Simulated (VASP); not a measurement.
Input of a VASP 6.6.1 run:

The input INCAR:

```
SYSTEM = Eu
PREC     = Accurate       ! precision mode
ENCUT    = 520            ! plane-wave cutoff, eV
EDIFF    = 1E-6           ! SCF threshold, eV
ISMEAR   = 1              ! smearing method
SIGMA    = 0.2            ! smearing width, eV
LREAL    = .False.        ! projectors in reciprocal space
LASPH    = .True.         ! aspherical terms in the spheres
NELM     = 150            ! most SCF steps
ALGO     = Normal         ! electronic algorithm
ISIF     = 2              ! what is computed and relaxed
LWAVE    = .False.        ! write WAVECAR
LCHARG   = .False.        ! write CHGCAR
ISPIN    = 2              ! spin polarisation
MAGMOM   = 6.925          ! initial moments
LORBIT   = 11             ! projections on sites
LMAXMIX  = 6              ! l up to which the mixer works
GGA      = CA             ! functional
NBANDS   = 18             ! bands
```

Contents of KPOINTS:

```
regular mesh
0
Gamma
  11 11 11
  0 0 0
```

File POSCAR:

```
Eu
1.0
   -2.0544259245      2.0544259245      2.0544259245
    2.0544259245     -2.0544259245      2.0544259245
    2.0544259245      2.0544259245     -2.0544259245
Eu
1
Direct
    0.0000000000      0.0000000000      0.0000000000
```

Potentials or basis: VASP PAW PBE potentials, release 64 (Eu).

Launch:

```console
$ cat potpaw_PBE.64/Eu/POTCAR > POTCAR
$ mpirun -np 1 vasp_std > vasp.out
```

(1) Predict the site moments.

(2) Predict the net moment.

(3) Estimate the pressure.

## Answers

(1) Eu +6.67 μB.

(2) 7.19 μB per cell.

(3) -0.4 GPa.

Caveat: the PAW data sets were made with another functional, which shifts forces and pressure a little.
